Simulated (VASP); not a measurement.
# CdF2 (Fm-3m) in VASP: a series of runs

The runs below take CdF2 through single point, with r2SCAN.

All numbers are computed with VASP 6.6.1; they aren't measurements. Logs are shortened: lines on timing, memory, paths and dates and some standing lists are left out, and cuts for length are marked.

## 1. The cell of the first run

It takes space group Fm-3m (No. 225, cubic). The conventional cell has a = 5.344 Å, b = 5.344 Å, c = 5.344 Å, α = 90.00°, β = 90.00°, γ = 90.00°. Cd (site symmetry m-3m) has 8 F at 2.31 Å within 3.1 Å. Within 3.1 Å of F (site symmetry -43m) lie 4 Cd at 2.31 Å and 6 F at 2.67 Å.

## 2. Single point, r2SCAN

The input, POSCAR:

```
CdF2
1.0
    0.0000000000      2.6718421146      2.6718421146
    2.6718421146      0.0000000000      2.6718421146
    2.6718421146      2.6718421146      0.0000000000
Cd F
1 2
Direct
    0.0000000000      0.0000000000      0.0000000000
    0.2500000000      0.2500000000      0.2500000000
    0.7500000000      0.7500000000      0.7500000000
```

The input, INCAR.step1:

```
  PREC = Accurate
  ENCUT = 520
  ISMEAR = 0
  SIGMA = 0.02
  LREAL = F
  LASPH = T
  NELM = 100
  NBANDS = 20
  GGA = PE
  ALGO = Normal
  EDIFF = 1E-4
  LWAVE = T
  LCHARG = F
```

The input, INCAR.step2:

```
  PREC = Accurate
  ENCUT = 520
  EDIFF = 1E-7
  ISMEAR = 0
  SIGMA = 0.02
  LREAL = F
  LASPH = T
  NELM = 100
  ALGO = Normal
  ISIF = 2
  LWAVE = F
  LCHARG = T
  METAGGA = R2SCAN
  LMIXTAU = T
  LELF = T
  LVHAR = T
  NBANDS = 20
  ISTART = 1
```

The input, KPOINTS:

```
regular mesh
0
Gamma
  8 8 8
```

Potentials or basis: VASP PAW PBE potentials, release 64 (Cd, F).

On the command line:

```sh
$ cat potpaw_PBE.64/Cd/POTCAR potpaw_PBE.64/F/POTCAR > POTCAR
$ cp INCAR.step1 INCAR
$ mpirun -np 1 vasp_std > vasp.out
$ cp INCAR.step2 INCAR
$ mpirun -np 1 vasp_std > vasp.out
```

OUTCAR:

```text
PREC = Accurate
   ENCUT = 520
   EDIFF = 1E-7
   ISMEAR = 0
   LREAL = F
   LASPH = T
   NELM = 100
   ISIF = 2
   METAGGA = R2SCAN
   ISTART = 1

 ion  position               nearest neighbor table
   1  0.000  0.000  0.000-   3 2.31   3 2.31   3 2.31   2 2.31   2 2.31   2 2.31   3 2.31   2 2.31

   2  0.250  0.250  0.250-   1 2.31   1 2.31   1 2.31   1 2.31
   3  0.750  0.750  0.750-   1 2.31   1 2.31   1 2.31   1 2.31

  LATTYP: Found a face centered cubic cell.
 ALAT       =     5.3436842292

  Lattice vectors:

 A1 = (   0.0000000000,   2.6718421146,   2.6718421146)
 A2 = (   2.6718421146,   0.0000000000,   2.6718421146)
 A3 = (   2.6718421146,   2.6718421146,   0.0000000000)

Analysis of symmetry for initial positions (statically):
=====================================================================
 Subroutine PRICEL returns:
 Original cell was already a primitive cell.

 Routine SETGRP: Setting up the symmetry group for a
 face centered cubic supercell.

 Subroutine GETGRP returns: Found 48 space group operations
 (whereof 48 operations were pure point group operations)
 out of a pool of 48 trial point group operations.

The static configuration has the point symmetry O_h .

Analysis of symmetry for dynamics (positions and initial velocities):
=====================================================================
 Subroutine PRICEL returns:
 Original cell was already a primitive cell.

 Routine SETGRP: Setting up the symmetry group for a
 face centered cubic supercell.

 Subroutine GETGRP returns: Found 48 space group operations
 (whereof 48 operations were pure point group operations)
 out of a pool of 48 trial point group operations.

The dynamic configuration has the point symmetry O_h .

 Subroutine INISYM returns: Found 48 space group operations
 (whereof 48 operations are pure point group operations),
 and found     1 'primitive' translations

----------------------------------------------------------------------------------------

                                     Primitive cell

  volume of cell :      38.1472

  direct lattice vectors                    reciprocal lattice vectors
     0.000000000  2.671842115  2.671842115    -0.187136806  0.187136806  0.187136806
     2.671842115  0.000000000  2.671842115     0.187136806 -0.187136806  0.187136806
     2.671842115  2.671842115  0.000000000     0.187136806  0.187136806 -0.187136806

  length of vectors
     3.778555355  3.778555355  3.778555355     0.324130456  0.324130456  0.324130456

  position of ions in fractional coordinates (direct lattice)
     0.000000000  0.000000000  0.000000000
     0.250000000  0.250000000  0.250000000
     0.750000000  0.750000000  0.750000000

  ion indices of the primitive-cell ions
   primitive index   ion index
                 1           1
                 2           2
                 3           3

----------------------------------------------------------------------------------------

 KPOINTS: regular mesh

Automatic generation of k-mesh.
 Grid dimensions read from file:
 generate k-points for:    8    8    8

 Generating k-lattice:

  Cartesian coordinates                     Fractional coordinates (reciprocal lattice)
    -0.023392101  0.023392101  0.023392101     0.125000000  0.000000000  0.000000000
     0.023392101 -0.023392101  0.023392101     0.000000000  0.125000000  0.000000000
     0.023392101  0.023392101 -0.023392101     0.000000000  0.000000000  0.125000000

  Length of vectors
     0.040516307  0.040516307  0.040516307

  Shift w.r.t. Gamma in fractional coordinates (k-lattice)
     0.000000000  0.000000000  0.000000000

 Subroutine IBZKPT returns following result:
 ===========================================

 Found     29 irreducible k-points:

 Following reciprocal coordinates:
            Coordinates               Weight
  0.000000  0.000000  0.000000      1.000000
  0.125000  0.000000  0.000000      8.000000
  0.250000  0.000000  0.000000      8.000000
  0.375000  0.000000  0.000000      8.000000
  0.500000  0.000000  0.000000      4.000000
  0.125000  0.125000  0.000000      6.000000
[... 16 lines left out ...]
  0.500000  0.250000  0.125000     48.000000
 -0.375000  0.250000  0.125000     24.000000
 [... further k-points ...]
   k-points           NKPTS =     29   k-points in BZ     NKDIM =     29   number of bands    NBANDS=     20
   number of dos      NEDOS =    301   number of ions     NIONS =      3
   total plane-waves  NPLWV =  21952
   dimension x,y,z NGX =    28 NGY =   28 NGZ =   28
   dimension x,y,z NGXF=    56 NGYF=   56 NGZF=   56
   ions per type =               1   2
   NGX,Y,Z   is equivalent  to a cutoff of  12.32, 12.32, 12.32 a.u.
   NGXF,Y,Z  is equivalent  to a cutoff of  24.64, 24.64, 24.64 a.u.
 SYSTEM =  unknown system
   PREC   = accura    normal or accurate (medium, high low for compatibility)
   ISTART =      1    job   : 0-new  1-cont  2-samecut
   ICHARG =      0    charge: 1-file 2-atom 10-const
   ISPIN  =      1    spin polarized calculation?
   LNONCOLLINEAR =      F non collinear calculations
   LSORBIT =      F    spin-orbit coupling
   LASPH  =      T    aspherical Exc in radial PAW
   ENCUT  =  520.0 eV  38.22 Ry    6.18 a.u.   7.03  7.03  7.03*2*pi/ulx,y,z
   NELM   =    100;   NELMIN=  2; NELMDL=  0     # of ELM steps
   EDIFF  = 0.1E-06   stopping-criterion for ELM
   LREAL  =      F    real-space projection
   EDIFFG = 0.1E-05   stopping-criterion for IOM
   NSW    =      0    number of steps for IOM
   IBRION =     -1    ionic relax: 0-MD 1-quasi-New 2-CG
   NFREE  =      0    steps in history (QN), initial steepest desc. (CG)
   ISIF   =      2    stress and relaxation
   ISYM   =      2    0-nonsym 1-usesym 2-fastsym
   POTIM  = 0.5000    time-step for ionic-motion
   TEBEG  =    0.0;   TEEND  =   0.0 temperature during run
   PSTRESS=    0.0 pullay stress
   NELECT =      26.0000    total number of electrons
   NUPDOWN=      -1.0000    fix difference up-down
   EMIN   =  10.00;   EMAX   =-10.00  energy-range for DOS
   EFERMI =   0.00;   METHOD = LEGACY
   ISMEAR =     0;   SIGMA  =   0.02  broadening in eV -4-tet -1-fermi 0-gaus
   EFERMI_NEDOS =   21; number of points for ismear=-14 and -15
   IALGO  =     38    algorithm
   IMIX   =      4    mixing-type and parameters
     AMIX     =   0.40;   BMIX     =  1.00
     AMIX_MAG =   1.60;   BMIX_MAG =  1.00
  volume/ion in A,a.u.               =      12.72        85.81
  Fermi-wavevector in a.u.,A,eV,Ry     =   1.440716  2.722559 28.241119  2.075664
  Thomas-Fermi vector in A             =   2.559429
   LORBIT       =      0    0 simple, 1 ext, 2 COOP (PROOUT), +10 PAW based schemes
   METAGGA = R2SCAN    functional components
   LHFCALC =     F    Hartree Fock is set to
   AEXX    =    0.0000 exact exchange contribution
   IVDW    =     0    specifies the selected vdW correction
   LEPSILON=     F    determine dielectric tensor
   LRPA    =     F    only Hartree local field effects (RPA)
 non-spin polarized calculation
 Gauss-broadening in eV      SIGMA  =   0.02
  energy-cutoff  :      520.00
  volume of cell :       38.15
 maximum number of plane-waves:      1036
   NGX = 13   NGY = 13   NGZ = 13

 number of electron      26.0000008 magnetization

 Free energy of the ion-electron system (eV)
  ---------------------------------------------------
  ext. energy  EPLUGINS =         0.00000000
  ---------------------------------------------------
  free energy    TOTEN  =       -33.70203494 eV

  energy without entropy =      -33.70203494  energy(sigma->0) =      -33.70203494

 E-fermi :  -1.5181     XC(G=0): -11.1935

 val. band max:       -1.6779795160   @ k =  -0.2500   0.5000   0.2500
 cond. band min:       2.1625152753   @ k =   0.0000   0.0000   0.0000
 fundamental gap:      3.8404947913
 Fermi energy:        -1.5180775975

 k-point     1 :       0.0000    0.0000    0.0000
  band No.  band energies     occupation
      1     -23.7605      2.00000
      2     -22.6233      2.00000
      3      -7.3910      2.00000
      4      -7.3910      2.00000
      5      -7.3910      2.00000
      6      -6.0352      2.00000
[... 12 lines left out ...]
     19      19.3746      0.00000
     20      19.3746      0.00000

 k-point     2 :       0.1250    0.0000    0.0000
  band No.  band energies     occupation
      1     -23.7101      2.00000
      2     -22.6707      2.00000
      3      -7.3271      2.00000
      4      -7.3270      2.00000
      5      -7.2119      2.00000
      6      -6.0566      2.00000
[... 12 lines left out ...]
     19      18.9656      0.00000
     20      18.9656      0.00000

 k-point     3 :       0.2500    0.0000    0.0000
  band No.  band energies     occupation
      1     -23.5728      2.00000
      2     -22.7956      2.00000
      3      -7.1784      2.00000
      4      -7.1784      2.00000
      5      -6.7277      2.00000
      6      -6.0762      2.00000
[... 12 lines left out ...]
     19      18.2538      0.00000
     20      18.8507      0.00000

 k-point     4 :       0.3750    0.0000    0.0000
  band No.  band energies     occupation
      1     -23.3836      2.00000
      2     -22.9690      2.00000
      3      -7.0540      2.00000
      4      -7.0540      2.00000
      5      -6.1079      2.00000
      6      -6.0205      2.00000
[... 12 lines left out ...]
     19      17.6941      0.00000
     20      18.4424      0.00000

 k-point     5 :       0.5000    0.0000    0.0000
  band No.  band energies     occupation
      1     -23.2101      2.00000
      2     -23.1342      2.00000
      3      -7.0156      2.00000
      4      -7.0155      2.00000
      5      -5.9618      2.00000
      6      -5.9618      2.00000
[... 12 lines left out ...]
     19      17.4668      0.00000
     20      18.0726      0.00000
[... 353 lines left out ...]
      6      -5.9163      2.00000
[... 12 lines left out ...]
     19      19.0895      0.00000
     20      21.0651      0.00000

 k-point    22 :       0.3750    0.2500    0.1250
  band No.  band energies     occupation
      1     -23.4773      2.00000
      2     -22.8737      2.00000
      3      -7.0350      2.00000
      4      -6.9824      2.00000
      5      -6.4227      2.00000
      6      -6.3491      2.00000
[... 12 lines left out ...]
     19      18.9199      0.00000
     20      21.6325      0.00000

 k-point    23 :       0.5000    0.2500    0.1250
  band No.  band energies     occupation
      1     -23.3250      2.00000
      2     -23.0076      2.00000
      3      -6.9370      2.00000
      4      -6.8145      2.00000
      5      -6.3160      2.00000
      6      -6.0437      2.00000
[... 12 lines left out ...]
     19      18.2880      0.00000
     20      21.5853      0.00000

 k-point    24 :      -0.3750    0.2500    0.1250
  band No.  band energies     occupation
      1     -23.1811      2.00000
      2     -23.1431      2.00000
      3      -6.9039      2.00000
      4      -6.7713      2.00000
      5      -6.1193      2.00000
      6      -6.0858      2.00000
[... 12 lines left out ...]
     19      18.0133      0.00000
     20      21.9823      0.00000

 [... further k-points ...]

------------------------ aborting loop because EDIFF is reached ----------------------------------------

  FORCE on cell =-STRESS in cart. coord.  units (eV):
  Direction    XX          YY          ZZ          XY          YZ          ZX
  --------------------------------------------------------------------------------------
  -------------------------------------------------------------------------------------
  Total        0.9872256      0.9872256      0.9872256      0.0000000     -0.0000000      0.0000000
  in kB       41.4633709     41.4633709     41.4633709      0.0000000     -0.0000000      0.0000000
  external PRESSURE =      41.4633709 kB  Pullay stress =       0.0000000 kB

 VOLUME and BASIS-vectors are now :
 -----------------------------------------------------------------------------
  energy-cutoff  :      520.00
  volume of cell :       38.15
      direct lattice vectors                 reciprocal lattice vectors
     0.000000000  2.671842115  2.671842115    -0.187136806  0.187136806  0.187136806
     2.671842115  0.000000000  2.671842115     0.187136806 -0.187136806  0.187136806
     2.671842115  2.671842115  0.000000000     0.187136806  0.187136806 -0.187136806

 POSITION                                       TOTAL-FORCE (eV/Angst)
 -----------------------------------------------------------------------------------
      0.00000      0.00000      0.00000         0.000000      0.000000      0.000000
      1.33592      1.33592      1.33592        -0.000000     -0.000000      0.000000
      4.00776      4.00776      4.00776         0.000000      0.000000     -0.000000
 -----------------------------------------------------------------------------------
    total drift:                                0.000000      0.000000      0.000000

  FREE ENERGIE OF THE ION-ELECTRON SYSTEM (eV)
  ---------------------------------------------------
  free  energy   TOTEN  =       -33.7020349373 eV

  energy  without entropy=      -33.7020349373  energy(sigma->0) =      -33.70203494
```

It took 1.8 min on 1 thread of Intel Xeon 8259CL, shared host; peak memory 0.17 GiB.

What came out:

| Quantity | Value |
| --- | --- |
| Free energy | -33.7020 eV |
| Pressure | 4.1 GPa |
| Band gap on the k mesh | 3.84 eV (least direct gap 4.31 eV) |

Caveat: the cell stands under pressure; the PAW data sets were made with another functional, which shifts forces and pressure a little.

## 3. Single point, r2SCAN

This run uses another cell than the first one, of 13.03 Å³/atom.

The input, POSCAR:

```
CdF2
1.0
    0.0000000000      2.6940000000      2.6940000000
    2.6940000000      0.0000000000      2.6940000000
    2.6940000000      2.6940000000      0.0000000000
Cd F
1 2
Direct
    0.0000000000      0.0000000000      0.0000000000
    0.2500000000      0.2500000000      0.2500000000
    0.7500000000      0.7500000000      0.7500000000
```

The input, INCAR.step1:

```
SYSTEM = CdF2
PREC     = Accurate       ! precision mode
ENCUT    = 520            ! plane-wave cutoff, eV
ISMEAR   = 0              ! smearing method
SIGMA    = 0.02           ! smearing width, eV
LREAL    = .False.        ! projectors in reciprocal space
LASPH    = .True.         ! aspherical terms in the spheres
NELM     = 80             ! most SCF steps
NBANDS   = 20             ! bands
GGA      = PE             ! functional
ALGO     = Normal         ! electronic algorithm
EDIFF    = 1E-4           ! SCF threshold, eV
LWAVE    = .True.         ! write WAVECAR
LCHARG   = .False.        ! write CHGCAR
```

The input, INCAR.step2:

```
SYSTEM = CdF2
PREC     = Accurate       ! precision mode
ENCUT    = 520            ! plane-wave cutoff, eV
EDIFF    = 1E-7           ! SCF threshold, eV
ISMEAR   = 0              ! smearing method
SIGMA    = 0.02           ! smearing width, eV
LREAL    = .False.        ! projectors in reciprocal space
LASPH    = .True.         ! aspherical terms in the spheres
NELM     = 80             ! most SCF steps
ALGO     = Normal         ! electronic algorithm
ISIF     = 2              ! what is computed and relaxed
LWAVE    = .False.        ! write WAVECAR
LCHARG   = .False.        ! write CHGCAR
METAGGA  = R2SCAN         ! meta-GGA
LMIXTAU  = .True.       
NBANDS   = 20             ! bands
ISTART   = 1
```

The input, KPOINTS:

```
Automatic mesh
0
Gamma
  8 8 8
  0 0 0
```

Potentials or basis: VASP PAW PBE potentials, release 64 (Cd, F).

On the command line:

```sh
$ cat potpaw_PBE.64/Cd/POTCAR potpaw_PBE.64/F/POTCAR > POTCAR
$ cp INCAR.step1 INCAR
$ mpirun -np 1 vasp_std > vasp.out
$ cp INCAR.step2 INCAR
$ mpirun -np 1 vasp_std > vasp.out
```

Run time: 86 s. Hardware: 1 thread of Intel Xeon 8259CL, shared host; peak memory 0.18 GiB.

The run converged. Its results:

```
Free energy            : -33.7193 eV
Pressure               : 1.0 GPa
Band gap on the k mesh : 3.75 eV (least direct gap 4.25 eV)
```

Levels at points of the mesh, in eV from the valence-band top:
```
           k point  band 9  band 10  band 11  band 12  band 13  band 14  band 15  band 16  band 17  band 18
(0.00, 0.00, 0.00)   -0.99    -0.99    -0.50    -0.50    -0.50     3.75    13.61    13.61    13.61    17.92
(0.50, 0.00, 0.00)   -2.29    -1.85    -1.85    -0.40    -0.40     7.99     9.70    15.60    15.60    18.96
(0.50, 0.50, 0.00)   -2.97    -2.97    -0.51    -0.09    -0.09     8.88    10.55    12.18    15.30    15.30
```

Caveat: the PAW data sets were made with another functional, which shifts forces and pressure a little. A k mesh can miss the band edges.
